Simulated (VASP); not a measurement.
# ReCl (Fmmm) in VASP: single point with PBE

Aim: the single point of ReCl with PBE.

Program: VASP 6.6.1. These are calculated values, not measurements. Logs are shortened: lines on timing, memory, paths and dates and some standing lists are left out, and cuts for length are marked.

## 1. The cell of the first run

It takes space group Fmmm (No. 69, orthorhombic). The conventional cell has a = 5.656 Å, b = 5.743 Å, c = 6.173 Å, α = 90.00°, β = 90.00°, γ = 90.00°. Within 3.7 Å of Re (site symmetry mmm) lie 6 Cl at 2.83 to 3.09 Å. Cl (site symmetry mmm) has 6 Re at 2.83 to 3.09 Å within 3.7 Å.

## 2. Single point, PBE

The input, POSCAR:

```
ReCl
1.0
   -2.8281040000      2.8713780000      0.0000000000
    2.8281040000      0.0000000000      3.0867310000
    2.8281040000      2.8713780000      0.0000000000
Re Cl
1 1
Direct
    0.0000000000      0.0000000000      0.0000000000
    0.5000000000      0.0000000000      0.5000000000
```

The input, INCAR.step1:

```
ALGO = Normal ; EDIFF = 1E-6
ENCUT = 520 ; GGA = PE
GGA_COMPAT = F ; ISIF = 2
ISMEAR = -1 ; LASPH = T
LCHARG = T ; LMAXMIX = 4
LORBIT = 11 ; LREAL = F
LWAVE = F ; NBANDS = 14
NEDOS = 2001 ; NELM = 120
PREC = Accurate ; SIGMA = 0.1
```

The input, KPOINTS.step1:

```
k-points
0
Gamma
  11 11 11
```

The input, INCAR.step2:

```
ALGO = Normal ; EDIFF = 1E-6
ENCUT = 520 ; GGA = PE
GGA_COMPAT = F ; ICHARG = 11
ISIF = 2 ; ISMEAR = -5
LASPH = T ; LCHARG = F
LMAXMIX = 4 ; LORBIT = 11
LREAL = F ; LWAVE = F
NEDOS = 2001 ; NELM = 120
PREC = Accurate ; SIGMA = 0.1
```

The input, KPOINTS.step2:

```
k-points
0
Gamma
  17 17 17
```

Potentials or basis: VASP PAW PBE potentials, release 64 (Re, Cl).

Launch:

```sh
$ cat potpaw_PBE.64/Re/POTCAR potpaw_PBE.64/Cl/POTCAR > POTCAR
$ cp INCAR.step1 INCAR
$ cp KPOINTS.step1 KPOINTS
$ mpirun -np 1 vasp_std > vasp.out
$ cp INCAR.step2 INCAR
$ cp KPOINTS.step2 KPOINTS
$ mpirun -np 1 vasp_std > vasp.out
```

OUTCAR:

```text
EDIFF = 1E-6
   ENCUT = 520
   GGA = PE
   ICHARG = 11
   ISIF = 2
   ISMEAR = -5
   LASPH = T
   LORBIT = 11
   LREAL = F
   NELM = 120
   PREC = Accurate

 ion  position               nearest neighbor table
   1  0.000  0.000  0.000-   2 2.83   2 2.83   2 2.87   2 2.87
   2  0.500  0.000  0.500-   1 2.83   1 2.83   1 2.87   1 2.87

  LATTYP: Found a face centered orthorhombic cell.
 ALAT       =     5.6562080000
 B/A-ratio  =     1.0153014175
 C/A-ratio  =     1.0914489000

  Lattice vectors:

 A1 = (   0.0000000000,   2.8713780000,   3.0867310000)
 A2 = (   2.8281040000,   0.0000000000,   3.0867310000)
 A3 = (   2.8281040000,   2.8713780000,   0.0000000000)

Analysis of symmetry for initial positions (statically):
=====================================================================
 Subroutine PRICEL returns:
 Original cell was already a primitive cell.

 Routine SETGRP: Setting up the symmetry group for a
 face centered orthorhombic supercell.

 Subroutine GETGRP returns: Found  8 space group operations
 (whereof  8 operations were pure point group operations)
 out of a pool of  8 trial point group operations.

The static configuration has the point symmetry D_2h.

Analysis of symmetry for dynamics (positions and initial velocities):
=====================================================================
 Subroutine PRICEL returns:
 Original cell was already a primitive cell.

 Routine SETGRP: Setting up the symmetry group for a
 face centered orthorhombic supercell.

 Subroutine GETGRP returns: Found  8 space group operations
 (whereof  8 operations were pure point group operations)
 out of a pool of  8 trial point group operations.

The dynamic configuration has the point symmetry D_2h.

 Subroutine INISYM returns: Found  8 space group operations
 (whereof  8 operations are pure point group operations),
 and found     1 'primitive' translations

----------------------------------------------------------------------------------------

                                     Primitive cell

  volume of cell :      50.1319

  direct lattice vectors                    reciprocal lattice vectors
    -2.828104000  2.871378000  0.000000000    -0.176796893  0.174132420  0.161983665
     2.828104000  0.000000000  3.086731000     0.000000000  0.000000000  0.323967330
     2.828104000  2.871378000  0.000000000     0.176796893  0.174132420 -0.161983665

  length of vectors
     4.030258534  4.186416188  4.030258534     0.296340933  0.323967330  0.296340933

  position of ions in fractional coordinates (direct lattice)
     0.000000000  0.000000000  0.000000000
     0.500000000  0.000000000  0.500000000

  ion indices of the primitive-cell ions
   primitive index   ion index
                 1           1
                 2           2

----------------------------------------------------------------------------------------

 KPOINTS: k-points

Automatic generation of k-mesh.
 Grid dimensions read from file:
 generate k-points for:   17   17   17

 Generating k-lattice:

  Cartesian coordinates                     Fractional coordinates (reciprocal lattice)
    -0.010399817  0.010243084  0.009528451     0.058823529 -0.000000000 -0.000000000
     0.000000000  0.000000000  0.019056902     0.000000000  0.058823529  0.000000000
     0.010399817  0.010243084 -0.009528451    -0.000000000  0.000000000  0.058823529

  Length of vectors
     0.017431820  0.019056902  0.017431820

  Shift w.r.t. Gamma in fractional coordinates (k-lattice)
     0.000000000  0.000000000  0.000000000

 TETIRR: Found   6289 inequivalent tetrahedra from    29478

 Subroutine IBZKPT returns following result:
 ===========================================

 Found    729 irreducible k-points:

 Following reciprocal coordinates:
            Coordinates               Weight
  0.000000  0.000000  0.000000      1.000000
  0.058824  0.000000  0.000000      8.000000
  0.117647  0.000000 -0.000000      8.000000
  0.176471  0.000000  0.000000      8.000000
  0.235294  0.000000 -0.000000      8.000000
  0.294118  0.000000 -0.000000      8.000000
[... 16 lines left out ...]
 -0.235294  0.058824  0.000000      8.000000
 -0.176471  0.058824 -0.000000      8.000000
 [... further k-points ...]
   k-points           NKPTS =    729   k-points in BZ     NKDIM =    729   number of bands    NBANDS=     11
   number of dos      NEDOS =   2001   number of ions     NIONS =      2
   total plane-waves  NPLWV =  28800
   dimension x,y,z NGX =    30 NGY =   32 NGZ =   30
   dimension x,y,z NGXF=    60 NGYF=   64 NGZF=   60
   ions per type =               1   1
   NGX,Y,Z   is equivalent  to a cutoff of  12.37, 12.71, 12.37 a.u.
   NGXF,Y,Z  is equivalent  to a cutoff of  24.75, 25.41, 24.75 a.u.
 SYSTEM =  unknown system
   PREC   = accura    normal or accurate (medium, high low for compatibility)
   ISTART =      0    job   : 0-new  1-cont  2-samecut
   ICHARG =     11    charge: 1-file 2-atom 10-const
   ISPIN  =      1    spin polarized calculation?
   LNONCOLLINEAR =      F non collinear calculations
   LSORBIT =      F    spin-orbit coupling
   LASPH  =      T    aspherical Exc in radial PAW
   ENCUT  =  520.0 eV  38.22 Ry    6.18 a.u.   7.49  7.78  7.49*2*pi/ulx,y,z
   NELM   =    120;   NELMIN=  2; NELMDL=  0     # of ELM steps
   EDIFF  = 0.1E-05   stopping-criterion for ELM
   LREAL  =      F    real-space projection
   EDIFFG = 0.1E-04   stopping-criterion for IOM
   NSW    =      0    number of steps for IOM
   IBRION =     -1    ionic relax: 0-MD 1-quasi-New 2-CG
   NFREE  =      0    steps in history (QN), initial steepest desc. (CG)
   ISIF   =      2    stress and relaxation
   ISYM   =      2    0-nonsym 1-usesym 2-fastsym
   POTIM  = 0.5000    time-step for ionic-motion
   TEBEG  =    0.0;   TEEND  =   0.0 temperature during run
   PSTRESS=    0.0 pullay stress
   NELECT =      14.0000    total number of electrons
   NUPDOWN=      -1.0000    fix difference up-down
   EMIN   =  10.00;   EMAX   =-10.00  energy-range for DOS
   EFERMI =   0.00;   METHOD = LEGACY
   ISMEAR =    -5;   SIGMA  =   0.10  broadening in eV -4-tet -1-fermi 0-gaus
   EFERMI_NEDOS =   21; number of points for ismear=-14 and -15
   IALGO  =     38    algorithm
   IMIX   =      4    mixing-type and parameters
     AMIX     =   0.40;   BMIX     =  1.00
     AMIX_MAG =   1.60;   BMIX_MAG =  1.00
  volume/ion in A,a.u.               =      25.07       169.15
  Fermi-wavevector in a.u.,A,eV,Ry     =   1.070071  2.022141 15.579383  1.145052
  Thomas-Fermi vector in A             =   2.205770
   LORBIT       =     11    0 simple, 1 ext, 2 COOP (PROOUT), +10 PAW based schemes
   GGA     = PE    functional components
   LHFCALC =     F    Hartree Fock is set to
   AEXX    =    0.0000 exact exchange contribution
   IVDW    =     0    specifies the selected vdW correction
   LEPSILON=     F    determine dielectric tensor
   LRPA    =     F    only Hartree local field effects (RPA)
 non-spin polarized calculation
 Fermi weights with tetrahedron method with Bloechl corrections
  energy-cutoff  :      520.00
  volume of cell :       50.13
 maximum number of plane-waves:      1382
 NGX is ok and might be reduce to    30

 number of electron      14.0000002 magnetization

 Free energy of the ion-electron system (eV)
  ---------------------------------------------------
  ext. energy  EPLUGINS =         0.00000000
  ---------------------------------------------------
  free energy    TOTEN  =        -8.12668244 eV

  energy without entropy =       -8.12668244  energy(sigma->0) =       -8.12668244

 E-fermi :   3.4363     XC(G=0):  -9.7869

 val. band max:        3.4708052654   @ k =  -0.3529   0.1765   0.2941
 cond. band min:       3.3808466506   @ k =   0.2941   0.4706   0.2941
 fundamental gap:     -0.0899586148
 Fermi energy:         3.4362909949

 k-point     1 :       0.0000    0.0000    0.0000
  band No.  band energies     occupation
      1     -13.6436      2.00000
      2      -1.1987      2.00000
      3      -1.1378      2.00000
      4      -0.9213      2.00000
      5       1.4834      2.00000
      6       2.1803      2.00000
      7       2.5896      2.00000
      8       2.6261      2.00000
      9       2.6712      2.00000
     10       2.6972      2.00000
     11      13.2335      0.00000

 k-point     2 :       0.0588    0.0000    0.0000
  band No.  band energies     occupation
      1     -13.6336      2.00000
      2      -1.3066      2.00000
      3      -1.2017      2.00000
      4      -0.9807      2.00000
      5       1.6440      2.00000
      6       2.2199      2.00000
      7       2.6134      2.00000
      8       2.6901      2.00000
      9       2.7059      2.00000
     10       2.7691      2.00000
     11      12.5131      0.00000

 k-point     3 :       0.1176    0.0000   -0.0000
  band No.  band energies     occupation
      1     -13.6045      2.00000
      2      -1.6345      2.00000
      3      -1.3263      2.00000
      4      -1.1053      2.00000
      5       2.0107      2.00000
      6       2.3427      2.00000
      7       2.6860      2.00000
      8       2.7544      2.00000
      9       2.9230      2.00000
     10       2.9868      2.10049
     11      11.5582      0.00000

 k-point     4 :       0.1765    0.0000    0.0000
  band No.  band energies     occupation
      1     -13.5600      2.00000
      2      -2.0500      2.00000
      3      -1.4886      2.00000
      4      -1.2589      2.00000
      5       2.3427      2.00000
      6       2.5835      2.00000
      7       2.8111      2.00000
      8       2.8884      2.00000
      9       3.2457      2.01245
     10       3.3453      1.03125
     11      10.5450      0.00000

 k-point     5 :       0.2353    0.0000   -0.0000
  band No.  band energies     occupation
      1     -13.5053      2.00000
      2      -2.4638      2.00000
      3      -1.6616      2.00000
      4      -1.4202      2.00000
      5       2.5707      2.00000
      6       2.8232      2.00000
      7       2.9475      2.00000
      8       3.1962      2.01253
      9       3.6407      0.03398
     10       3.8200     -0.01523
     11       9.5571      0.00000
[... 211 lines left out ...]
 k-point    21 :      -0.3529    0.0588   -0.0000
  band No.  band energies     occupation
      1     -13.4158      2.00000
      2      -3.0213      2.00000
      3      -1.9271      2.00000
      4      -1.5723      2.00000
      5       2.9073      2.00000
      6       3.0993      2.00000
      7       3.1391      2.00000
      8       3.3839      1.22068
      9       4.4570      0.00000
     10       4.8616      0.00000
     11       8.4203      0.00000

 k-point    22 :      -0.2941    0.0588    0.0000
  band No.  band energies     occupation
      1     -13.4710      2.00000
      2      -2.7126      2.00000
      3      -1.7902      2.00000
      4      -1.4149      2.00000
      5       2.6706      2.00000
      6       2.9346      2.00000
      7       2.9644      2.00000
      8       3.0790      2.09535
      9       4.0450     -0.02432
     10       4.3287      0.00000
     11       9.3063      0.00000

 k-point    23 :      -0.2353    0.0588    0.0000
  band No.  band energies     occupation
      1     -13.5271      2.00000
      2      -2.3460      2.00000
      3      -1.6286      2.00000
      4      -1.2457      2.00000
      5       2.3902      2.00000
      6       2.7232      2.00000
      7       2.8274      2.00000
      8       2.8663      2.00000
      9       3.6162      0.28856
     10       3.7906     -0.04307
     11      10.2531      0.00000

 k-point    24 :      -0.1765    0.0588   -0.0000
  band No.  band energies     occupation
      1     -13.5768      2.00000
      2      -1.9523      2.00000
      3      -1.4599      2.00000
      4      -1.0904      2.00000
      5       2.0817      2.00000
      6       2.5240      2.00000
      7       2.7039      2.00000
      8       2.7614      2.00000
      9       3.2156      2.02057
     10       3.3112      1.23303
     11      11.1732      0.00000

 [... further k-points ...]
[... 5 lines left out ...]
  --------------------------------------------------------------------------------------
  -------------------------------------------------------------------------------------
  Total       -5.8168996     -5.7027477     -4.9560358      0.0000000      0.0000000      0.0000000
  in kB     -185.9035244   -182.2553201   -158.3909974      0.0000000      0.0000000      0.0000000
  external PRESSURE =    -175.5166140 kB  Pullay stress =       0.0000000 kB

 VOLUME and BASIS-vectors are now :
 -----------------------------------------------------------------------------
  energy-cutoff  :      520.00
  volume of cell :       50.13
      direct lattice vectors                 reciprocal lattice vectors
    -2.828104000  2.871378000  0.000000000    -0.176796893  0.174132420  0.161983665
     2.828104000  0.000000000  3.086731000     0.000000000  0.000000000  0.323967330
     2.828104000  2.871378000  0.000000000     0.176796893  0.174132420 -0.161983665

 POSITION                                       TOTAL-FORCE (eV/Angst)
 -----------------------------------------------------------------------------------
      0.00000      0.00000      0.00000         0.000000      0.000000      0.000000
      0.00000      2.87138      0.00000        -0.000000      0.000000      0.000000
 -----------------------------------------------------------------------------------
    total drift:                               -0.000000     -0.000000     -0.000000

  FREE ENERGIE OF THE ION-ELECTRON SYSTEM (eV)
  ---------------------------------------------------
  free  energy   TOTEN  =        -8.1266824434 eV

  energy  without entropy=       -8.1266824434  energy(sigma->0) =       -8.12668244

 total charge

# of ion       s       p       d       tot
------------------------------------------
    1        0.331   0.106   4.677   5.115
    2        1.629   3.303   0.000   4.932
--------------------------------------------------
tot          1.960   3.409   4.677  10.047
```

It took 11 min on 1 thread of AMD EPYC 7R13, shared host; peak memory 0.53 GiB.

What came out:

```
Valence electrons inside the program's atomic spheres : Re 5.12; Cl 4.93
```

Caveat: spin-orbit coupling is left out, which moves the levels of the heavy elements.
